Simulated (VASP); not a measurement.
# V (Fd-3m) in VASP: further runs

Runs on V. Level: r2SCAN. Tasks: single point.

All numbers are computed with VASP 6.6.1; they aren't measurements. Logs are shortened: lines on timing, memory, paths and dates and some standing lists are left out, and cuts for length are marked.

## 1. The cell of the first run

The structure is cubic, space group Fd-3m (No. 227). The conventional cell has a = 5.419 Å, b = 5.419 Å, c = 5.419 Å, α = 90.00°, β = 90.00°, γ = 90.00°. V (site symmetry -43m) has 4 V at 2.35 Å within 3.1 Å.

This isn't the form of V at room conditions, which is bcc.

## 2. Single point, r2SCAN, collinear spin, ferromagnetic start

Input file POSCAR:

```
V
1.0
    0.0000000000      2.7093714665      2.7093714665
    2.7093714665      0.0000000000      2.7093714665
    2.7093714665      2.7093714665      0.0000000000
V
2
Direct
    0.1250000000      0.1250000000      0.1250000000
    0.8750000000      0.8750000000      0.8750000000
```

Input file INCAR.step1:

```
PREC     = Accurate       # precision mode
ENCUT    = 520            # plane-wave cutoff, eV
ISMEAR   = -1             # smearing method
SIGMA    = 0.05           # smearing width, eV
LREAL    = False          # projectors in reciprocal space
LASPH    = True           # aspherical terms in the spheres
NELM     = 150            # most SCF steps
ISPIN    = 2              # spin polarisation
MAGMOM   = 1 1            # initial moments
LMAXMIX  = 4              # l up to which the mixer works
NBANDS   = 24             # bands
GGA      = PE             # functional
ALGO     = Normal         # electronic algorithm
EDIFF    = 1E-4           # SCF threshold, eV
LWAVE    = True           # write WAVECAR
LCHARG   = False          # write CHGCAR
```

Input file INCAR.step2:

```
PREC     = Accurate       # precision mode
ENCUT    = 520            # plane-wave cutoff, eV
EDIFF    = 1E-7           # SCF threshold, eV
ISMEAR   = -1             # smearing method
SIGMA    = 0.05           # smearing width, eV
LREAL    = False          # projectors in reciprocal space
LASPH    = True           # aspherical terms in the spheres
NELM     = 150            # most SCF steps
ALGO     = Normal         # electronic algorithm
ISIF     = 2              # what is computed and relaxed
LWAVE    = False          # write WAVECAR
LCHARG   = False          # write CHGCAR
ISPIN    = 2              # spin polarisation
MAGMOM   = 1 1            # initial moments
LORBIT   = 11             # projections on sites
LMAXMIX  = 4              # l up to which the mixer works
METAGGA  = R2SCAN         # meta-GGA
LMIXTAU  = True         
NBANDS   = 24             # bands
ISTART   = 1
```

Input file KPOINTS:

```
regular mesh
0
Gamma
  10 10 10
```

Potentials or basis: VASP PAW PBE potentials, release 64 (V_sv).

On the command line:

```
cat potpaw_PBE.64/V_sv/POTCAR > POTCAR
cp INCAR.step1 INCAR
mpirun -np 1 vasp_std > vasp.out
cp INCAR.step2 INCAR
mpirun -np 1 vasp_std > vasp.out
```

OUTCAR:

```text
PREC = Accurate
   ENCUT = 520
   EDIFF = 1E-7
   ISMEAR = -1
   LREAL = False
   LASPH = True
   NELM = 150
   ISIF = 2
   ISPIN = 2
   LORBIT = 11
   METAGGA = R2SCAN
   ISTART = 1

 ion  position               nearest neighbor table
   1  0.125  0.125  0.125-   2 2.35   2 2.35   2 2.35   2 2.35
   2  0.875  0.875  0.875-   1 2.35   1 2.35   1 2.35   1 2.35

  LATTYP: Found a face centered cubic cell.
 ALAT       =     5.4187429330

  Lattice vectors:

 A1 = (   0.0000000000,   2.7093714665,   2.7093714665)
 A2 = (   2.7093714665,   0.0000000000,   2.7093714665)
 A3 = (   2.7093714665,   2.7093714665,   0.0000000000)

Analysis of symmetry for initial positions (statically):
=====================================================================
 Subroutine PRICEL returns:
 Original cell was already a primitive cell.

 Routine SETGRP: Setting up the symmetry group for a
 face centered cubic supercell.

 Subroutine GETGRP returns: Found 48 space group operations
 (whereof 12 operations were pure point group operations)
 out of a pool of 48 trial point group operations.

The static configuration has the point symmetry D_3d.
 The point group associated with its full space group is O_h .

Analysis of symmetry for dynamics (positions and initial velocities):
=====================================================================
 Subroutine PRICEL returns:
 Original cell was already a primitive cell.

 Routine SETGRP: Setting up the symmetry group for a
 face centered cubic supercell.

 Subroutine GETGRP returns: Found 48 space group operations
 (whereof 12 operations were pure point group operations)
 out of a pool of 48 trial point group operations.

The dynamic configuration has the point symmetry D_3d.
 The point group associated with its full space group is O_h .

Analysis of structural, dynamic, and magnetic symmetry:
=====================================================================
 Subroutine PRICEL returns:
 Original cell was already a primitive cell.

 Routine SETGRP: Setting up the symmetry group for a
 face centered cubic supercell.

 Subroutine GETGRP returns: Found 48 space group operations
 (whereof 12 operations were pure point group operations)
 out of a pool of 48 trial point group operations.

The overall configuration has the point symmetry D_3d.
 The point group associated with its full space group is O_h .

 Subroutine INISYM returns: Found 48 space group operations
 (whereof 12 operations are pure point group operations),
 and found     1 'primitive' translations

----------------------------------------------------------------------------------------

                                     Primitive cell

  volume of cell :      39.7773

  direct lattice vectors                    reciprocal lattice vectors
     0.000000000  2.709371466  2.709371466    -0.184544647  0.184544647  0.184544647
     2.709371466  0.000000000  2.709371466     0.184544647 -0.184544647  0.184544647
     2.709371466  2.709371466  0.000000000     0.184544647  0.184544647 -0.184544647

  length of vectors
     3.831629873  3.831629873  3.831629873     0.319640704  0.319640704  0.319640704

  position of ions in fractional coordinates (direct lattice)
     0.125000000  0.125000000  0.125000000
     0.875000000  0.875000000  0.875000000

  ion indices of the primitive-cell ions
   primitive index   ion index
                 1           1
                 2           2

----------------------------------------------------------------------------------------

 KPOINTS: regular mesh

Automatic generation of k-mesh.
 Grid dimensions read from file:
 generate k-points for:   10   10   10

 Generating k-lattice:

  Cartesian coordinates                     Fractional coordinates (reciprocal lattice)
    -0.018454465  0.018454465  0.018454465     0.100000000  0.000000000  0.000000000
     0.018454465 -0.018454465  0.018454465     0.000000000  0.100000000  0.000000000
     0.018454465  0.018454465 -0.018454465     0.000000000  0.000000000  0.100000000

  Length of vectors
     0.031964070  0.031964070  0.031964070

  Shift w.r.t. Gamma in fractional coordinates (k-lattice)
     0.000000000  0.000000000  0.000000000

 Subroutine IBZKPT returns following result:
 ===========================================

 Found     47 irreducible k-points:

 Following reciprocal coordinates:
            Coordinates               Weight
  0.000000  0.000000  0.000000      1.000000
  0.100000  0.000000  0.000000      8.000000
  0.200000  0.000000  0.000000      8.000000
  0.300000  0.000000  0.000000      8.000000
  0.400000  0.000000  0.000000      8.000000
  0.500000  0.000000  0.000000      4.000000
[... 16 lines left out ...]
  0.300000  0.300000  0.000000      6.000000
  0.400000  0.300000  0.000000     24.000000
 [... further k-points ...]
   k-points           NKPTS =     47   k-points in BZ     NKDIM =     47   number of bands    NBANDS=     24
   number of dos      NEDOS =    301   number of ions     NIONS =      2
   total plane-waves  NPLWV =  21952
   dimension x,y,z NGX =    28 NGY =   28 NGZ =   28
   dimension x,y,z NGXF=    56 NGYF=   56 NGZF=   56
   ions per type =               2
   NGX,Y,Z   is equivalent  to a cutoff of  12.15, 12.15, 12.15 a.u.
   NGXF,Y,Z  is equivalent  to a cutoff of  24.30, 24.30, 24.30 a.u.
 SYSTEM =  unknown system
   PREC   = accura    normal or accurate (medium, high low for compatibility)
   ISTART =      1    job   : 0-new  1-cont  2-samecut
   ICHARG =      0    charge: 1-file 2-atom 10-const
   ISPIN  =      2    spin polarized calculation?
   LNONCOLLINEAR =      F non collinear calculations
   LSORBIT =      F    spin-orbit coupling
   LASPH  =      T    aspherical Exc in radial PAW
   ENCUT  =  520.0 eV  38.22 Ry    6.18 a.u.   7.12  7.12  7.12*2*pi/ulx,y,z
   NELM   =    150;   NELMIN=  2; NELMDL=  0     # of ELM steps
   EDIFF  = 0.1E-06   stopping-criterion for ELM
   LREAL  =      F    real-space projection
   EDIFFG = 0.1E-05   stopping-criterion for IOM
   NSW    =      0    number of steps for IOM
   IBRION =     -1    ionic relax: 0-MD 1-quasi-New 2-CG
   NFREE  =      0    steps in history (QN), initial steepest desc. (CG)
   ISIF   =      2    stress and relaxation
   ISYM   =      2    0-nonsym 1-usesym 2-fastsym
   POTIM  = 0.5000    time-step for ionic-motion
   TEBEG  =    0.0;   TEEND  =   0.0 temperature during run
   PSTRESS=    0.0 pullay stress
   NELECT =      26.0000    total number of electrons
   NUPDOWN=      -1.0000    fix difference up-down
   EMIN   =  10.00;   EMAX   =-10.00  energy-range for DOS
   EFERMI =   0.00;   METHOD = LEGACY
   ISMEAR =    -1;   SIGMA  =   0.05  broadening in eV -4-tet -1-fermi 0-gaus
   EFERMI_NEDOS =   21; number of points for ismear=-14 and -15
   IALGO  =     38    algorithm
   IMIX   =      4    mixing-type and parameters
     AMIX     =   0.40;   BMIX     =  1.00
     AMIX_MAG =   1.60;   BMIX_MAG =  1.00
  volume/ion in A,a.u.               =      19.89       134.22
  Fermi-wavevector in a.u.,A,eV,Ry     =   1.420760  2.684847 27.464163  2.018559
  Thomas-Fermi vector in A             =   2.541641
   LORBIT       =     11    0 simple, 1 ext, 2 COOP (PROOUT), +10 PAW based schemes
   METAGGA = R2SCAN    functional components
   LHFCALC =     F    Hartree Fock is set to
   AEXX    =    0.0000 exact exchange contribution
   IVDW    =     0    specifies the selected vdW correction
   LEPSILON=     F    determine dielectric tensor
   LRPA    =     F    only Hartree local field effects (RPA)
 spin polarized calculation
  energy-cutoff  :      520.00
  volume of cell :       39.78
 maximum number of plane-waves:      1090
   NGX = 15   NGY = 15   NGZ = 15

 number of electron      25.9999985 magnetization       4.3092383

 Free energy of the ion-electron system (eV)
  ---------------------------------------------------
  ext. energy  EPLUGINS =         0.00000000
  ---------------------------------------------------
  free energy    TOTEN  =       -23.90767662 eV

  energy without entropy =      -23.88701395  energy(sigma->0) =      -23.89734528

 E-fermi :   5.9392     XC(G=0): -11.4813

 val. band max:        5.9391350977   @ k =   0.3000   0.2000   0.0000
 cond. band min:       5.9433470808   @ k =   0.4000   0.1000   0.0000
 fundamental gap:      0.0042119830
 Fermi energy:         5.9391761458

 spin component 1

 k-point     1 :       0.0000    0.0000    0.0000
  band No.  band energies     occupation
      1     -61.9403      1.00000
      2     -61.3937      1.00000
      3     -34.8845      1.00000
      4     -34.8845      1.00000
      5     -34.8845      1.00000
      6     -34.0818      1.00000
[... 16 lines left out ...]
     23      18.5456      0.00000
     24      18.5456      0.00000
[... 598 lines left out ...]
      2     -61.5478      1.00000
      3     -35.0360      1.00000
      4     -35.0286      1.00000
      5     -34.6750      1.00000
      6     -34.3050      1.00000
[... 16 lines left out ...]
     23      16.1685      0.00000
     24      17.1880      0.00000

 [... further k-points ...]

 spin component 2

 k-point     1 :       0.0000    0.0000    0.0000
  band No.  band energies     occupation
      1     -59.6824      1.00000
      2     -59.1995      1.00000
      3     -32.5849      1.00000
      4     -32.5849      1.00000
      5     -32.5847      1.00000
      6     -31.8997      1.00000
[... 16 lines left out ...]
     23      19.4015      0.00000
     24      20.2555      0.00000
[... 598 lines left out ...]
      2     -59.3349      1.00000
      3     -32.7370      1.00000
      4     -32.7289      1.00000
      5     -32.4099      1.00000
      6     -32.0933      1.00000
[... 16 lines left out ...]
     23      17.1947      0.00000
     24      18.4965      0.00000

 [... further k-points ...]

------------------------ aborting loop because EDIFF is reached ----------------------------------------

  FORCE on cell =-STRESS in cart. coord.  units (eV):
  Direction    XX          YY          ZZ          XY          YZ          ZX
  --------------------------------------------------------------------------------------
  -------------------------------------------------------------------------------------
  Total        0.1312080      0.1312080      0.1312080     -0.0000000      0.0000000     -0.0000000
  in kB        5.2848818      5.2848818      5.2848818     -0.0000000      0.0000000     -0.0000000
  external PRESSURE =       5.2848818 kB  Pullay stress =       0.0000000 kB

 VOLUME and BASIS-vectors are now :
 -----------------------------------------------------------------------------
  energy-cutoff  :      520.00
  volume of cell :       39.78
      direct lattice vectors                 reciprocal lattice vectors
     0.000000000  2.709371466  2.709371466    -0.184544647  0.184544647  0.184544647
     2.709371466  0.000000000  2.709371466     0.184544647 -0.184544647  0.184544647
     2.709371466  2.709371466  0.000000000     0.184544647  0.184544647 -0.184544647

 POSITION                                       TOTAL-FORCE (eV/Angst)
 -----------------------------------------------------------------------------------
      0.67734      0.67734      0.67734        -0.000000     -0.000000     -0.000000
      4.74140      4.74140      4.74140         0.000000      0.000000      0.000000
 -----------------------------------------------------------------------------------
    total drift:                                0.000000      0.000000     -0.000000

  FREE ENERGIE OF THE ION-ELECTRON SYSTEM (eV)
  ---------------------------------------------------
  free  energy   TOTEN  =       -23.9076766195 eV

  energy  without entropy=      -23.8870139467  energy(sigma->0) =      -23.89734528

 total charge

# of ion       s       p       d       tot
------------------------------------------
    1        2.317   6.129   3.221  11.666
    2        2.317   6.129   3.221  11.666
--------------------------------------------------
tot          4.634  12.258   6.442  23.333

 magnetization (x)

# of ion       s       p       d       tot
------------------------------------------
    1        0.135   0.097   1.772   2.003
    2        0.135   0.097   1.772   2.003
--------------------------------------------------
tot          0.270   0.193   3.544   4.007
```

Wall time 4.9 min (1 thread of Intel Xeon Platinum 8488C (Sapphire Rapids), shared host); peak memory 0.22 GiB.

Results:

- Free energy: -23.9077 eV
- Pressure: 0.5 GPa
- Net moment: 4.31 μB per cell
- Site moments: V +2.00 μB
- Valence electrons inside the program's atomic spheres: V 11.67

Levels at points of the mesh, in eV from the Fermi level:
Spin up:
```tsv
k point	band 11	band 12	band 13	band 14	band 15	band 16	band 17	band 18	band 19	band 20
(0.00, 0.00, 0.00)	-2.40	-2.40	-2.18	-2.18	0.07	0.07	0.07	2.43	2.43	12.31
(0.50, 0.00, 0.00)	-2.37	-2.37	-2.09	-2.09	-1.36	1.01	1.01	1.72	1.72	2.85
(0.50, 0.50, 0.00)	-2.30	-2.30	-1.57	-1.57	0.06	0.06	1.87	1.87	3.23	3.23
```
Spin down:
```csv
k point,band 7,band 8,band 9,band 10,band 11,band 12,band 13,band 14,band 15,band 16
"(0.00, 0.00, 0.00)",-37.84,-37.84,-5.52,-0.55,-0.55,0.59,0.59,0.59,2.34,2.34
"(0.50, 0.00, 0.00)",-37.75,-37.75,-1.88,-1.51,-0.55,-0.55,0.61,0.61,1.27,2.73
"(0.50, 0.50, 0.00)",-37.66,-37.66,-2.07,-2.07,0.79,0.79,1.08,1.08,1.65,1.65
```

Caveat: the PAW data sets were made with another functional, which shifts forces and pressure a little.

[end of part 1 of 2]
